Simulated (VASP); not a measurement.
Wanted: the native input for a VASP 6.6.1 run.

* Task: single point
* Functional: r2SCAN
* Potentials or basis: VASP PAW PBE potentials, release 64 (Ba_sv, O, Ti_sv)
* Cutoff: 660 eV
* k mesh: 8 × 8 × 8
* Occupations: gaussian, width 0.02 eV
* Spin: no spin polarisation
* Dipole correction: no
* Further INCAR settings: ALGO = Normal; EDIFF = 1e-06; NBANDS = 28

Crystal: BaTiO3.

```xyz
5
Lattice="3.8676 0.0000 0.0000 0.0000 3.8676 0.0000 0.0000 0.0000 4.1452" Properties=species:S:1:pos:R:3 pbc="T T T"
Ba    0.0000    0.0000    0.0000
O     1.9338    1.9338    0.0000
O     0.0000    1.9338    2.0726
O     1.9338    0.0000    2.0726
Ti    1.9338    1.9338    2.0726
```

One way to write it, as run:

POSCAR

```
BaTiO3
1.0
    3.8676348647      0.0000000000      0.0000000000
    0.0000000000      3.8676348647      0.0000000000
    0.0000000000      0.0000000000      4.1451875700
Ba O Ti
1 3 1
Direct
    0.0000000000      0.0000000000      0.0000000000
    0.5000000000      0.5000000000      0.0000000000
    0.0000000000      0.5000000000      0.5000000000
    0.5000000000      0.0000000000      0.5000000000
    0.5000000000      0.5000000000      0.5000000000
```

INCAR.step1

```
PREC     = Accurate       # precision mode
ENCUT    = 660            # plane-wave cutoff, eV
ISMEAR   = 0              # smearing method
SIGMA    = 0.02           # smearing width, eV
LREAL    = F              # projectors in reciprocal space
LASPH    = T              # aspherical terms in the spheres
NELM     = 120            # most SCF steps
NBANDS   = 28             # bands
GGA      = PE             # functional
ALGO     = Normal         # electronic algorithm
EDIFF    = 1E-5           # SCF threshold, eV
LWAVE    = T              # write WAVECAR
LCHARG   = F              # write CHGCAR
GGA_COMPAT= F
```

INCAR.step2

```
PREC     = Accurate       # precision mode
ENCUT    = 660            # plane-wave cutoff, eV
EDIFF    = 1E-6           # SCF threshold, eV
ISMEAR   = 0              # smearing method
SIGMA    = 0.02           # smearing width, eV
LREAL    = F              # projectors in reciprocal space
LASPH    = T              # aspherical terms in the spheres
NELM     = 120            # most SCF steps
ALGO     = Normal         # electronic algorithm
ISIF     = 2              # what is computed and relaxed
LWAVE    = F              # write WAVECAR
LCHARG   = F              # write CHGCAR
METAGGA  = R2SCAN         # meta-GGA
LMIXTAU  = T            
NBANDS   = 28             # bands
ISTART   = 1            
GGA_COMPAT= F
```

KPOINTS

```
regular mesh
0
Gamma
  8 8 8
```

Potentials or basis: VASP PAW PBE potentials, release 64 (Ba_sv, O, Ti_sv).

Run with:

```console
$ cat potpaw_PBE.64/Ba_sv/POTCAR potpaw_PBE.64/O/POTCAR potpaw_PBE.64/Ti_sv/POTCAR > POTCAR
$ cp INCAR.step1 INCAR
$ mpirun -np 1 vasp_std > vasp.out
$ cp INCAR.step2 INCAR
$ mpirun -np 1 vasp_std > vasp.out
```

It gave:

```yaml
Pressure: 8.5 GPa
Band_gap_on_the_k_mesh: 2.07 eV (least direct gap 2.26 eV)
```

Caveat: the stress differs along the axes, from -2 to 14 GPa; the PAW data sets were made with another functional, which shifts forces and pressure a little; spin-orbit coupling is left out, which moves the levels of the heavy elements.

Wall time 11 min on 1 thread of Oxide Virtual Turin-like Processor (shared host), peak memory 0.3 GiB.
